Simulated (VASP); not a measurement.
# Rh (P6_3/mmc) in VASP: a series of runs

Runs on Rh. Level: r2SCAN. Tasks: single point.

Program: VASP 6.6.1. These are calculated values, not measurements. Logs are shortened: lines on timing, memory, paths and dates and some standing lists are left out, and cuts for length are marked.

### Step 1. The cell of the first run

It takes space group P6_3/mmc (No. 194, hexagonal). The conventional cell has a = 2.669 Å, b = 2.669 Å, c = 8.724 Å, α = 90.00°, β = 90.00°, γ = 120.00°. Within 3.5 Å of Rh (site symmetry -3m) lie 12 Rh at 2.67 Å. Within 3.5 Å of Rh (site symmetry -6m2) lie 12 Rh at 2.67 Å.

This isn't the form of Rh at room conditions, which is fcc.

### Step 2. Single point, r2SCAN

File POSCAR:

```
Rh
1.0
    2.6691192667      0.0000000000      0.0000000000
   -1.3345596333      2.3115298301      0.0000000000
    0.0000000000      0.0000000000      8.7241331430
Rh
4
Direct
    0.0000000000      0.0000000000      0.0000000000
    0.3333333333      0.6666666667      0.2500000000
    0.0000000000      0.0000000000      0.5000000000
    0.6666666667      0.3333333333      0.7500000000
```

File INCAR.step1:

```
ALGO = Normal
EDIFF = 1E-5
ENCUT = 680
GGA = PE
GGA_COMPAT = False
ISMEAR = 1
LASPH = True
LCHARG = False
LREAL = False
LWAVE = True
NBANDS = 42
NELM = 120
PREC = Accurate
SIGMA = 0.1
```

File INCAR.step2:

```
ALGO = Normal
EDIFF = 1E-6
ENCUT = 680
GGA_COMPAT = False
ISIF = 2
ISMEAR = 1
ISTART = 1
LASPH = True
LCHARG = False
LMIXTAU = True
LREAL = False
LWAVE = False
METAGGA = R2SCAN
NBANDS = 42
NELM = 120
PREC = Accurate
SIGMA = 0.1
```

File KPOINTS:

```
k-points
0
Gamma
  10 10 3
```

Potentials or basis: VASP PAW PBE potentials, release 64 (Rh_sv_GW).

The run is started by

```
$ cat potpaw_PBE.64/Rh_sv_GW/POTCAR > POTCAR
$ cp INCAR.step1 INCAR
$ mpirun -np 1 vasp_std > vasp.out
$ cp INCAR.step2 INCAR
$ mpirun -np 1 vasp_std > vasp.out
```

OUTCAR:

```text
EDIFF = 1E-6
   ENCUT = 680
   ISIF = 2
   ISMEAR = 1
   ISTART = 1
   LASPH = True
   LREAL = False
   METAGGA = R2SCAN
   NELM = 120
   PREC = Accurate

 ion  position               nearest neighbor table
   1  0.000  0.000  0.000-
   2  0.333  0.667  0.250-
   3  0.000  0.000  0.500-
   4  0.667  0.333  0.750-

  LATTYP: Found a hexagonal cell.
 ALAT       =     2.6691192667
 C/A-ratio  =     3.2685437672

  Lattice vectors:

 A1 = (   2.6691192667,   0.0000000000,   0.0000000000)
 A2 = (  -1.3345596333,   2.3115298301,   0.0000000000)
 A3 = (   0.0000000000,   0.0000000000,   8.7241331430)

Analysis of symmetry for initial positions (statically):
=====================================================================
 Subroutine PRICEL returns:
 Original cell was already a primitive cell.

 Routine SETGRP: Setting up the symmetry group for a
 hexagonal supercell.

 Subroutine GETGRP returns: Found 24 space group operations
 (whereof 12 operations were pure point group operations)
 out of a pool of 24 trial point group operations.

The static configuration has the point symmetry D_3d.
 The point group associated with its full space group is D_6h.

Analysis of symmetry for dynamics (positions and initial velocities):
=====================================================================
 Subroutine PRICEL returns:
 Original cell was already a primitive cell.

 Routine SETGRP: Setting up the symmetry group for a
 hexagonal supercell.

 Subroutine GETGRP returns: Found 24 space group operations
 (whereof 12 operations were pure point group operations)
 out of a pool of 24 trial point group operations.

The dynamic configuration has the point symmetry D_3d.
 The point group associated with its full space group is D_6h.

 Subroutine INISYM returns: Found 24 space group operations
 (whereof 12 operations are pure point group operations),
 and found     1 'primitive' translations

----------------------------------------------------------------------------------------

                                     Primitive cell

  volume of cell :      53.8257

  direct lattice vectors                    reciprocal lattice vectors
     2.669119267  0.000000000  0.000000000     0.374655420  0.216306964  0.000000000
    -1.334559633  2.311529830  0.000000000     0.000000000  0.432613928  0.000000000
     0.000000000  0.000000000  8.724133143     0.000000000  0.000000000  0.114624569

  length of vectors
     2.669119267  2.669123371  8.724133143     0.432614593  0.432613928  0.114624569

  position of ions in fractional coordinates (direct lattice)
     0.000000000  0.000000000  0.000000000
     0.333333333  0.666666667  0.250000000
     0.000000000  0.000000000  0.500000000
     0.666666667  0.333333333  0.750000000

  ion indices of the primitive-cell ions
   primitive index   ion index
                 1           1
                 2           2
                 3           3
                 4           4

----------------------------------------------------------------------------------------

 KPOINTS: k-points

Automatic generation of k-mesh.
 Grid dimensions read from file:
 generate k-points for:   10   10    3

 Generating k-lattice:

  Cartesian coordinates                     Fractional coordinates (reciprocal lattice)
     0.037465542  0.021630696  0.000000000     0.100000000  0.000000000  0.000000000
     0.000000000  0.043261393  0.000000000     0.000000000  0.100000000  0.000000000
     0.000000000  0.000000000  0.038208190     0.000000000  0.000000000  0.333333333

  Length of vectors
     0.043261459  0.043261393  0.038208190

  Shift w.r.t. Gamma in fractional coordinates (k-lattice)
     0.000000000  0.000000000  0.000000000

 Subroutine IBZKPT returns following result:
 ===========================================

 Found     28 irreducible k-points:

 Following reciprocal coordinates:
            Coordinates               Weight
  0.000000  0.000000  0.000000      1.000000
  0.100000  0.000000  0.000000      6.000000
  0.200000  0.000000  0.000000      6.000000
  0.300000  0.000000  0.000000      6.000000
  0.400000  0.000000  0.000000      6.000000
  0.500000 -0.000000  0.000000      3.000000
[... 16 lines left out ...]
  0.300000  0.100000  0.333333     24.000000
  0.400000  0.100000  0.333333     24.000000
 [... further k-points ...]
   k-points           NKPTS =     28   k-points in BZ     NKDIM =     28   number of bands    NBANDS=     42
   number of dos      NEDOS =    301   number of ions     NIONS =      4
   total plane-waves  NPLWV =  46080
   dimension x,y,z NGX =    24 NGY =   24 NGZ =   80
   dimension x,y,z NGXF=    48 NGYF=   48 NGZF=  160
   ions per type =               4
   NGX,Y,Z   is equivalent  to a cutoff of  14.95, 14.95, 15.24 a.u.
   NGXF,Y,Z  is equivalent  to a cutoff of  29.90, 29.90, 30.49 a.u.
 SYSTEM =  unknown system
   PREC   = accura    normal or accurate (medium, high low for compatibility)
   ISTART =      1    job   : 0-new  1-cont  2-samecut
   ICHARG =      0    charge: 1-file 2-atom 10-const
   ISPIN  =      1    spin polarized calculation?
   LNONCOLLINEAR =      F non collinear calculations
   LSORBIT =      F    spin-orbit coupling
   LASPH  =      T    aspherical Exc in radial PAW
   ENCUT  =  680.0 eV  49.98 Ry    7.07 a.u.   5.68  5.68 18.55*2*pi/ulx,y,z
   NELM   =    120;   NELMIN=  2; NELMDL=  0     # of ELM steps
   EDIFF  = 0.1E-05   stopping-criterion for ELM
   LREAL  =      F    real-space projection
   EDIFFG = 0.1E-04   stopping-criterion for IOM
   NSW    =      0    number of steps for IOM
   IBRION =     -1    ionic relax: 0-MD 1-quasi-New 2-CG
   NFREE  =      0    steps in history (QN), initial steepest desc. (CG)
   ISIF   =      2    stress and relaxation
   ISYM   =      2    0-nonsym 1-usesym 2-fastsym
   POTIM  = 0.5000    time-step for ionic-motion
   TEBEG  =    0.0;   TEEND  =   0.0 temperature during run
   PSTRESS=    0.0 pullay stress
   NELECT =      68.0000    total number of electrons
   NUPDOWN=      -1.0000    fix difference up-down
   EMIN   =  10.00;   EMAX   =-10.00  energy-range for DOS
   EFERMI =   0.00;   METHOD = LEGACY
   ISMEAR =     1;   SIGMA  =   0.10  broadening in eV -4-tet -1-fermi 0-gaus
   EFERMI_NEDOS =   21; number of points for ismear=-14 and -15
   IALGO  =     38    algorithm
   IMIX   =      4    mixing-type and parameters
     AMIX     =   0.40;   BMIX     =  1.00
     AMIX_MAG =   1.60;   BMIX_MAG =  1.00
  volume/ion in A,a.u.               =      13.46        90.81
  Fermi-wavevector in a.u.,A,eV,Ry     =   1.769761  3.344363 42.614167  3.132053
  Thomas-Fermi vector in A             =   2.836685
   LORBIT       =      0    0 simple, 1 ext, 2 COOP (PROOUT), +10 PAW based schemes
   METAGGA = R2SCAN    functional components
   LHFCALC =     F    Hartree Fock is set to
   AEXX    =    0.0000 exact exchange contribution
   IVDW    =     0    specifies the selected vdW correction
   LEPSILON=     F    determine dielectric tensor
   LRPA    =     F    only Hartree local field effects (RPA)
 non-spin polarized calculation
 Methfessel and Paxton  Order N= 1 SIGMA  =   0.10
  energy-cutoff  :      680.00
  volume of cell :       53.83
 maximum number of plane-waves:      2188
 NGX is ok and might be reduce to    24
   NGX = 11   NGY = 11   NGZ = 37

 number of electron      68.0000000 magnetization

 Free energy of the ion-electron system (eV)
  ---------------------------------------------------
  ext. energy  EPLUGINS =         0.00000000
  ---------------------------------------------------
  free energy    TOTEN  =       -93.06157439 eV

  energy without entropy =      -93.05963833  energy(sigma->0) =      -93.06092903

 E-fermi :  11.1019     XC(G=0): -15.4387

 val. band max:       11.0963152666   @ k =   0.4000   0.0000   0.3333
 cond. band min:      11.1318711397   @ k =   0.2000   0.1000   0.3333
 fundamental gap:      0.0355558732
 Fermi energy:        11.1018752107

 k-point     1 :       0.0000    0.0000    0.0000
  band No.  band energies     occupation
      1     -70.1837      2.00000
      2     -70.1313      2.00000
      3     -70.0984      2.00000
      4     -70.0453      2.00000
      5     -37.6088      2.00000
      6     -37.2072      2.00000
[... 34 lines left out ...]
     41      20.3436      0.00000
     42      26.1670      0.00000

 k-point     2 :       0.1000    0.0000    0.0000
  band No.  band energies     occupation
      1     -70.1723      2.00000
      2     -70.1227      2.00000
      3     -70.0898      2.00000
      4     -70.0396      2.00000
      5     -37.5824      2.00000
      6     -37.2143      2.00000
[... 34 lines left out ...]
     41      20.2811      0.00000
     42      26.5891      0.00000

 k-point     3 :       0.2000    0.0000    0.0000
  band No.  band energies     occupation
      1     -70.1419      2.00000
      2     -70.1002      2.00000
      3     -70.0674      2.00000
      4     -70.0252      2.00000
      5     -37.5098      2.00000
      6     -37.2630      2.00000
[... 34 lines left out ...]
     41      20.1579      0.00000
     42      26.9209      0.00000

 k-point     4 :       0.3000    0.0000    0.0000
  band No.  band energies     occupation
      1     -70.1023      2.00000
      2     -70.0724      2.00000
      3     -70.0395      2.00000
      4     -70.0094      2.00000
      5     -37.4361      2.00000
      6     -37.4163      2.00000
[... 844 lines left out ...]
     41      22.2912      0.00000
     42      25.2300      0.00000

 k-point    23 :       0.3000    0.1000    0.3333
  band No.  band energies     occupation
      1     -70.0743      2.00000
      2     -70.0641      2.00000
      3     -70.0165      2.00000
      4     -70.0062      2.00000
      5     -37.4838      2.00000
      6     -37.4370      2.00000
[... 34 lines left out ...]
     41      22.4103      0.00000
     42      22.6751      0.00000

 k-point    24 :       0.4000    0.1000    0.3333
  band No.  band energies     occupation
      1     -70.0499      2.00000
      2     -70.0445      2.00000
      3     -70.0048      2.00000
      4     -69.9994      2.00000
      5     -37.5664      2.00000
      6     -37.5313      2.00000
[... 34 lines left out ...]
     41      20.9874      0.00000
     42      21.0350      0.00000

 [... further k-points ...]

------------------------ aborting loop because EDIFF is reached ----------------------------------------

  FORCE on cell =-STRESS in cart. coord.  units (eV):
  Direction    XX          YY          ZZ          XY          YZ          ZX
  --------------------------------------------------------------------------------------
  -------------------------------------------------------------------------------------
  Total        1.9304297      1.9304376      2.2215098      0.0000000      0.0000000     -0.0000000
  in kB       57.4612160     57.4614517     66.1255113      0.0000000      0.0000000     -0.0000000
  external PRESSURE =      60.3493930 kB  Pullay stress =       0.0000000 kB

 VOLUME and BASIS-vectors are now :
 -----------------------------------------------------------------------------
  energy-cutoff  :      680.00
  volume of cell :       53.83
      direct lattice vectors                 reciprocal lattice vectors
     2.669119267  0.000000000  0.000000000     0.374655420  0.216306964  0.000000000
    -1.334559633  2.311529830  0.000000000     0.000000000  0.432613928  0.000000000
     0.000000000  0.000000000  8.724133143     0.000000000  0.000000000  0.114624569

 POSITION                                       TOTAL-FORCE (eV/Angst)
 -----------------------------------------------------------------------------------
      0.00000      0.00000      0.00000         0.000000      0.000000      0.000000
     -0.00000      1.54102      2.18103         0.000000      0.000000      0.000000
      0.00000      0.00000      4.36207         0.000000      0.000000      0.000000
      1.33456      0.77051      6.54310        -0.000000     -0.000000     -0.000000
 -----------------------------------------------------------------------------------
    total drift:                               -0.000000      0.000000     -0.000000

  FREE ENERGIE OF THE ION-ELECTRON SYSTEM (eV)
  ---------------------------------------------------
  free  energy   TOTEN  =       -93.0615743868 eV

  energy  without entropy=      -93.0596383304  energy(sigma->0) =      -93.06092903
```

Wall time 4.3 min (1 thread of Intel Xeon Platinum 8488C (Sapphire Rapids), shared host); peak memory 0.26 GiB.

What came out:

```
Free energy            : -93.0616 eV
Pressure               : 6.0 GPa
Band gap on the k mesh : zero (bands 34 and 35 overlap by 2.01 eV)
```

Levels at points of the mesh, in eV from the Fermi level:
| k point | band 31 | band 32 | band 33 | band 34 | band 35 | band 36 |
| --- | --- | --- | --- | --- | --- | --- |
| (0.00, 0.00, 0.00) | -2.83 | -1.60 | -1.60 | -0.96 | -0.96 | -0.41 |
| (0.50, 0.00, 0.00) | 0.57 | 0.62 | 0.68 | 0.87 | 0.89 | 0.93 |

Caveat: the cell stands under pressure; the PAW data sets were made with another functional, which shifts forces and pressure a little.

### Step 3. Single point, r2SCAN

This run uses another cell than the first one, of 14.15 Å³/atom.

File POSCAR:

```
Rh
1.0
    2.7139867940      0.0000000000      0.0000000000
   -1.3569933970      2.3503863282      0.0000000000
    0.0000000000      0.0000000000      8.8707846198
Rh
4
Direct
    0.0000000000      0.0000000000      0.0000000000
    0.3333333333      0.6666666667      0.2500000000
    0.0000000000      0.0000000000      0.5000000000
    0.6666666667      0.3333333333      0.7500000000
```

File INCAR.step1:

```
  ALGO = Normal
  EDIFF = 1E-5
  ENCUT = 680
  GGA = PE
  GGA_COMPAT = False
  ISMEAR = 1
  LASPH = True
  LCHARG = False
  LREAL = False
  LWAVE = True
  NBANDS = 42
  NELM = 120
  PREC = Accurate
  SIGMA = 0.1
```

File INCAR.step2:

```
  ALGO = Normal
  EDIFF = 1E-6
  ENCUT = 680
  GGA_COMPAT = False
  ISIF = 2
  ISMEAR = 1
  ISTART = 1
  LASPH = True
  LCHARG = True
  LELF = True
  LMIXTAU = True
  LREAL = False
  LVHAR = True
  LWAVE = False
  METAGGA = R2SCAN
  NBANDS = 42
  NELM = 120
  PREC = Accurate
  SIGMA = 0.1
```

KPOINTS is that of step 2.

Potentials or basis: VASP PAW PBE potentials, release 64 (Rh_sv_GW).

The run is started by

```
$ cat potpaw_PBE.64/Rh_sv_GW/POTCAR > POTCAR
$ cp INCAR.step1 INCAR
$ mpirun -np 1 vasp_std > vasp.out
$ cp INCAR.step2 INCAR
$ mpirun -np 1 vasp_std > vasp.out
```

It took 5.8 min on 1 thread of Intel Xeon Platinum 8488C (Sapphire Rapids), shared host; peak memory 0.27 GiB.

It converged, with:

```
Free energy            : -93.0418 eV
Pressure               : -7.7 GPa
Band gap on the k mesh : zero (bands 34 and 35 overlap by 1.85 eV)
```

Stress tensor (GPa, compression positive):
```
-8.00  0.00  0.00
 0.00 -8.00  0.00
 0.00  0.00 -7.14
```

Levels at points of the mesh, in eV from the Fermi level:
```csv
k point,band 31,band 32,band 33,band 34,band 35,band 36
"(0.00, 0.00, 0.00)",-2.61,-1.48,-1.48,-0.88,-0.88,-0.38
"(0.50, 0.00, 0.00)",0.52,0.57,0.62,0.79,0.81,0.85
```

Caveat: the cell stands under tension; the PAW data sets were made with another functional, which shifts forces and pressure a little.

The gap in the log of VASP goes by the Fermi energy; the results here count the filled bands.